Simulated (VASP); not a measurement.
# Al (Fm-3m) in VASP: single point with PBE

Aim: the single point of Al with PBE.

Everything below comes from runs of VASP 6.6.1. Logs are shortened: lines on timing, memory, paths and dates and some standing lists are left out, and cuts for length are marked.

**1. The cell of the first run**

Symmetry: Fm-3m, No. 225, cubic system. Conventional cell: a = 4.050 Å, b = 4.050 Å, c = 4.050 Å, α = 90.00°, β = 90.00°, γ = 90.00°. Al (site symmetry m-3m) has 12 Al at 2.86 Å within 3.8 Å.

**2. Single point, PBE**

Contents of INCAR:

```
SYSTEM = Al
ALGO = Normal
EDIFF = 1E-6
ENCUT = 500
GGA = PE
GGA_COMPAT = .FALSE.
ISIF = 2
ISMEAR = 1
LASPH = .TRUE.
LCHARG = .FALSE.
LREAL = .FALSE.
LWAVE = .FALSE.
NBANDS = 8
NELM = 120
PREC = Accurate
SIGMA = 0.1
```

Contents of KPOINTS:

```
k-points
0
G
  12 12 12
  0 0 0
```

Contents of POSCAR:

```
Al
1.0
    0.0000000000      2.0248100000      2.0248100000
    2.0248100000      0.0000000000      2.0248100000
    2.0248100000      2.0248100000      0.0000000000
Al
1
Direct
    0.0000000000      0.0000000000      0.0000000000
```

Potentials or basis: VASP PAW PBE potentials, release 64 (Al).

On the command line:

```console
> cat potpaw_PBE.64/Al/POTCAR > POTCAR
> mpirun -np 1 vasp_std > vasp.out
```

OUTCAR:

```text
SYSTEM = Al
   EDIFF = 1E-6
   ENCUT = 500
   GGA = PE
   ISIF = 2
   ISMEAR = 1
   LASPH = .TRUE.
   LREAL = .FALSE.
   NELM = 120
   PREC = Accurate

 ion  position               nearest neighbor table
   1  0.000  0.000  0.000-

  LATTYP: Found a face centered cubic cell.
 ALAT       =     4.0496200000

  Lattice vectors:

 A1 = (   0.0000000000,   2.0248100000,   2.0248100000)
 A2 = (   2.0248100000,   0.0000000000,   2.0248100000)
 A3 = (   2.0248100000,   2.0248100000,   0.0000000000)

Analysis of symmetry for initial positions (statically):
=====================================================================
 Subroutine PRICEL returns:
 Original cell was already a primitive cell.

 Routine SETGRP: Setting up the symmetry group for a
 face centered cubic supercell.

 Subroutine GETGRP returns: Found 48 space group operations
 (whereof 48 operations were pure point group operations)
 out of a pool of 48 trial point group operations.

The static configuration has the point symmetry O_h .

Analysis of symmetry for dynamics (positions and initial velocities):
=====================================================================
 Subroutine PRICEL returns:
 Original cell was already a primitive cell.

 Routine SETGRP: Setting up the symmetry group for a
 face centered cubic supercell.

 Subroutine GETGRP returns: Found 48 space group operations
 (whereof 48 operations were pure point group operations)
 out of a pool of 48 trial point group operations.

The dynamic configuration has the point symmetry O_h .

 Subroutine INISYM returns: Found 48 space group operations
 (whereof 48 operations are pure point group operations),
 and found     1 'primitive' translations

----------------------------------------------------------------------------------------

                                     Primitive cell

  volume of cell :      16.6029

  direct lattice vectors                    reciprocal lattice vectors
     0.000000000  2.024810000  2.024810000    -0.246936750  0.246936750  0.246936750
     2.024810000  0.000000000  2.024810000     0.246936750 -0.246936750  0.246936750
     2.024810000  2.024810000  0.000000000     0.246936750  0.246936750 -0.246936750

  length of vectors
     2.863513763  2.863513763  2.863513763     0.427706997  0.427706997  0.427706997

  position of ions in fractional coordinates (direct lattice)
     0.000000000  0.000000000  0.000000000

  ion indices of the primitive-cell ions
   primitive index   ion index
                 1           1

----------------------------------------------------------------------------------------

 KPOINTS: k-points

Automatic generation of k-mesh.
 Grid dimensions read from file:
 generate k-points for:   12   12   12

 Generating k-lattice:

  Cartesian coordinates                     Fractional coordinates (reciprocal lattice)
    -0.020578062  0.020578062  0.020578062     0.083333333  0.000000000  0.000000000
     0.020578062 -0.020578062  0.020578062     0.000000000  0.083333333  0.000000000
     0.020578062  0.020578062 -0.020578062     0.000000000  0.000000000  0.083333333

  Length of vectors
     0.035642250  0.035642250  0.035642250

  Shift w.r.t. Gamma in fractional coordinates (k-lattice)
     0.000000000  0.000000000  0.000000000

 Subroutine IBZKPT returns following result:
 ===========================================

 Found     72 irreducible k-points:

 Following reciprocal coordinates:
            Coordinates               Weight
  0.000000  0.000000  0.000000      1.000000
  0.083333  0.000000  0.000000      8.000000
  0.166667  0.000000  0.000000      8.000000
  0.250000  0.000000  0.000000      8.000000
  0.333333  0.000000  0.000000      8.000000
  0.416667  0.000000  0.000000      8.000000
[... 16 lines left out ...]
  0.500000  0.166667  0.000000     24.000000
 -0.416667  0.166667  0.000000     24.000000
 [... further k-points ...]
   k-points           NKPTS =     72   k-points in BZ     NKDIM =     72   number of bands    NBANDS=      8
   number of dos      NEDOS =    301   number of ions     NIONS =      1
   total plane-waves  NPLWV =  13824
   dimension x,y,z NGX =    24 NGY =   24 NGZ =   24
   dimension x,y,z NGXF=    48 NGYF=   48 NGZF=   48
   ions per type =               1
   NGX,Y,Z   is equivalent  to a cutoff of  13.93, 13.93, 13.93 a.u.
   NGXF,Y,Z  is equivalent  to a cutoff of  27.87, 27.87, 27.87 a.u.
 SYSTEM =  Al
   PREC   = accura    normal or accurate (medium, high low for compatibility)
   ISTART =      0    job   : 0-new  1-cont  2-samecut
   ICHARG =      2    charge: 1-file 2-atom 10-const
   ISPIN  =      1    spin polarized calculation?
   LNONCOLLINEAR =      F non collinear calculations
   LSORBIT =      F    spin-orbit coupling
   LASPH  =      T    aspherical Exc in radial PAW
   ENCUT  =  500.0 eV  36.75 Ry    6.06 a.u.   5.22  5.22  5.22*2*pi/ulx,y,z
   NELM   =    120;   NELMIN=  2; NELMDL= -5     # of ELM steps
   EDIFF  = 0.1E-05   stopping-criterion for ELM
   LREAL  =      F    real-space projection
   EDIFFG = 0.1E-04   stopping-criterion for IOM
   NSW    =      0    number of steps for IOM
   IBRION =     -1    ionic relax: 0-MD 1-quasi-New 2-CG
   NFREE  =      0    steps in history (QN), initial steepest desc. (CG)
   ISIF   =      2    stress and relaxation
   ISYM   =      2    0-nonsym 1-usesym 2-fastsym
   POTIM  = 0.5000    time-step for ionic-motion
   TEBEG  =    0.0;   TEEND  =   0.0 temperature during run
   PSTRESS=    0.0 pullay stress
   NELECT =       3.0000    total number of electrons
   NUPDOWN=      -1.0000    fix difference up-down
   EMIN   =  10.00;   EMAX   =-10.00  energy-range for DOS
   EFERMI =   0.00;   METHOD = LEGACY
   ISMEAR =     1;   SIGMA  =   0.10  broadening in eV -4-tet -1-fermi 0-gaus
   EFERMI_NEDOS =   21; number of points for ismear=-14 and -15
   IALGO  =     38    algorithm
   IMIX   =      4    mixing-type and parameters
     AMIX     =   0.40;   BMIX     =  1.00
     AMIX_MAG =   1.60;   BMIX_MAG =  1.00
  volume/ion in A,a.u.               =      16.60       112.04
  Fermi-wavevector in a.u.,A,eV,Ry     =   0.925524  1.748987 11.654676  0.856594
  Thomas-Fermi vector in A             =   2.051388
   LORBIT       =      0    0 simple, 1 ext, 2 COOP (PROOUT), +10 PAW based schemes
   GGA     = PE    functional components
   LHFCALC =     F    Hartree Fock is set to
   AEXX    =    0.0000 exact exchange contribution
   IVDW    =     0    specifies the selected vdW correction
   LEPSILON=     F    determine dielectric tensor
   LRPA    =     F    only Hartree local field effects (RPA)
 non-spin polarized calculation
 Methfessel and Paxton  Order N= 1 SIGMA  =   0.10
  energy-cutoff  :      500.00
  volume of cell :       16.60
 maximum number of plane-waves:       444
 NGX is ok and might be reduce to    24
   NGX = 11   NGY = 11   NGZ = 11

 number of electron       3.0000000 magnetization

 Free energy of the ion-electron system (eV)
  ---------------------------------------------------
  ext. energy  EPLUGINS =         0.00000000
  ---------------------------------------------------
  free energy    TOTEN  =        -3.75356162 eV

  energy without entropy =       -3.75433475  energy(sigma->0) =       -3.75381933

 E-fermi :   7.7997     XC(G=0): -10.1734

 val. band max:        7.6994859327   @ k =   0.5000   0.2500   0.0833
 cond. band min:       7.8805106046   @ k =  -0.4167   0.4167   0.0833
 fundamental gap:      0.1810246719
 Fermi energy:         7.7996669888

 k-point     1 :       0.0000    0.0000    0.0000
  band No.  band energies     occupation
      1      -3.1553      2.00000
      2      20.5213      0.00000
      3      20.5213      0.00000
      4      20.5213      0.00000
      5      21.9669      0.00000
      6      21.9669      0.00000
      7      21.9669      0.00000
      8      24.3575      0.00000

 k-point     2 :       0.0833    0.0000    0.0000
  band No.  band energies     occupation
      1      -2.9674      2.00000
      2      17.9050      0.00000
      3      19.9441      0.00000
      4      19.9441      0.00000
      5      22.6426      0.00000
      6      22.8306      0.00000
      7      22.8306      0.00000
      8      26.1677      0.00000

 k-point     3 :       0.1667    0.0000    0.0000
  band No.  band energies     occupation
      1      -2.4050      2.00000
      2      14.5543      0.00000
      3      19.2415      0.00000
      4      19.2415      0.00000
      5      22.4623      0.00000
      6      23.8915      0.00000
      7      23.8915      0.00000
      8      25.1532      0.00000

 k-point     4 :       0.2500    0.0000    0.0000
  band No.  band energies     occupation
      1      -1.4726      2.00000
      2      11.3631      0.00000
      3      18.7994      0.00000
      4      18.7994      0.00000
      5      22.2334      0.00000
      6      22.6347      0.00000
      7      22.6347      0.00000
      8      26.6247      0.00000

 k-point     5 :       0.3333    0.0000    0.0000
  band No.  band energies     occupation
      1      -0.1772      2.00000
      2       8.4299     -0.00000
      3      18.6601      0.00000
      4      18.6601      0.00000
      5      21.2459      0.00000
      6      21.2459      0.00000
      7      22.2102      0.00000
      8      25.2012      0.00000

 k-point     6 :       0.4167    0.0000    0.0000
  band No.  band energies     occupation
      1       1.4714      2.00000
      2       5.7921      2.00000
      3      18.8332      0.00000
      4      18.8332      0.00000
      5      20.1319      0.00000
      6      20.1319      0.00000
      7      22.4813      0.00000
      8      23.9984      0.00000

 k-point     7 :       0.5000    0.0000    0.0000
  band No.  band energies     occupation
      1       3.3677      2.00000
      2       3.5653      2.00000
      3      19.2810      0.00000
      4      19.2810      0.00000
      5      19.3681      0.00000
      6      19.3681      0.00000
      7      23.0219      0.00000
      8      23.1380      0.00000

 k-point     8 :       0.0833    0.0833    0.0000
  band No.  band energies     occupation
      1      -2.9048      2.00000
      2      18.7964      0.00000
      3      18.7964      0.00000
      4      19.1023      0.00000
      5      21.3965      0.00000
      6      24.0558      0.00000
      7      24.0558      0.00000
      8      24.6430      0.00000

 k-point     9 :       0.1667    0.0833    0.0000
  band No.  band energies     occupation
      1      -2.4673      2.00000
      2      15.7559      0.00000
      3      17.9192      0.00000
      4      19.2002      0.00000
      5      21.7566      0.00000
      6      22.6993      0.00000
      7      24.4366      0.00000
      8      25.4210      0.00000

 k-point    10 :       0.2500    0.0833    0.0000
  band No.  band energies     occupation
      1      -1.6586      2.00000
      2      12.5333      0.00000
      3      17.3492      0.00000
      4      18.8614      0.00000
      5      20.6579      0.00000
      6      23.5552      0.00000
      7      24.3429      0.00000
      8      24.8941      0.00000
[... 78 lines left out ...]
 k-point    18 :      -0.0833    0.0833    0.0000
  band No.  band energies     occupation
      1      -2.6547      2.00000
      2      16.5249      0.00000
      3      17.4629      0.00000
      4      21.0085      0.00000
      5      22.2440      0.00000
      6      23.2546      0.00000
      7      24.2522      0.00000
      8      24.4071      0.00000

 k-point    19 :       0.1667    0.1667    0.0000
  band No.  band energies     occupation
      1      -2.1557      2.00000
      2      16.9112      0.00000
      3      16.9112      0.00000
      4      17.0829      0.00000
      5      20.1490      0.00000
      6      20.3766      0.00000
      7      26.9499      0.00000
      8      26.9499      0.00000

 k-point    20 :       0.2500    0.1667    0.0000
  band No.  band energies     occupation
      1      -1.4726      2.00000
      2      13.9554      0.00000
      3      16.2231      0.00000
      4      17.5328      0.00000
      5      18.3464      0.00000
      6      20.5684      0.00000
      7      27.2593      0.00000
      8      27.5286      0.00000

 k-point    21 :       0.3333    0.1667    0.0000
  band No.  band energies     occupation
      1      -0.4233      2.00000
      2      10.9265      0.00000
      3      15.8553      0.00000
      4      16.5879      0.00000
      5      17.4996      0.00000
      6      22.3810      0.00000
      7      26.0361      0.00000
      8      27.5614      0.00000

 k-point    22 :       0.4167    0.1667    0.0000
  band No.  band energies     occupation
      1       0.9840      2.00000
      2       8.1241     -0.00004
      3      15.1981      0.00000
      4      15.8081      0.00000
      5      17.5272      0.00000
      6      24.6308      0.00000
      7      24.8261      0.00000
      8      27.6256      0.00000

 k-point    23 :       0.5000    0.1667    0.0000
  band No.  band energies     occupation
      1       2.7370      2.00000
      2       5.6107      2.00000
      3      14.1296      0.00000
      4      16.0816      0.00000
      5      17.8603      0.00000
      6      23.8530      0.00000
      7      26.1504      0.00000
      8      28.1452      0.00000

 k-point    24 :      -0.4167    0.1667    0.0000
  band No.  band energies     occupation
      1       3.3952      2.00000
      2       4.8404      2.00000
      3      13.3994      0.00000
      4      16.6763      0.00000
      5      18.5244      0.00000
      6      23.1694      0.00000
      7      25.8597      0.00000
      8      28.8407      0.00000

 [... further k-points ...]
[... 5 lines left out ...]
  --------------------------------------------------------------------------------------
  -------------------------------------------------------------------------------------
  Total       -0.0360273     -0.0360273     -0.0360273     -0.0000000      0.0000000     -0.0000000
  in kB       -3.4766397     -3.4766397     -3.4766397     -0.0000000      0.0000000     -0.0000000
  external PRESSURE =      -3.4766397 kB  Pullay stress =       0.0000000 kB

 VOLUME and BASIS-vectors are now :
 -----------------------------------------------------------------------------
  energy-cutoff  :      500.00
  volume of cell :       16.60
      direct lattice vectors                 reciprocal lattice vectors
     0.000000000  2.024810000  2.024810000    -0.246936750  0.246936750  0.246936750
     2.024810000  0.000000000  2.024810000     0.246936750 -0.246936750  0.246936750
     2.024810000  2.024810000  0.000000000     0.246936750  0.246936750 -0.246936750

 POSITION                                       TOTAL-FORCE (eV/Angst)
 -----------------------------------------------------------------------------------
      0.00000      0.00000      0.00000         0.000000     -0.000000     -0.000000
 -----------------------------------------------------------------------------------
    total drift:                               -0.000000      0.000000     -0.000000

  FREE ENERGIE OF THE ION-ELECTRON SYSTEM (eV)
  ---------------------------------------------------
  free  energy   TOTEN  =        -3.7535616224 eV

  energy  without entropy=       -3.7543347454  energy(sigma->0) =       -3.75381933
```

It used 12 s of CPU time on 1 thread of AMD EPYC 7R13 Processor (Zen 3) (shared host).

Results:

```
Free energy : -3.7536 eV
Pressure    : -0.3 GPa
```
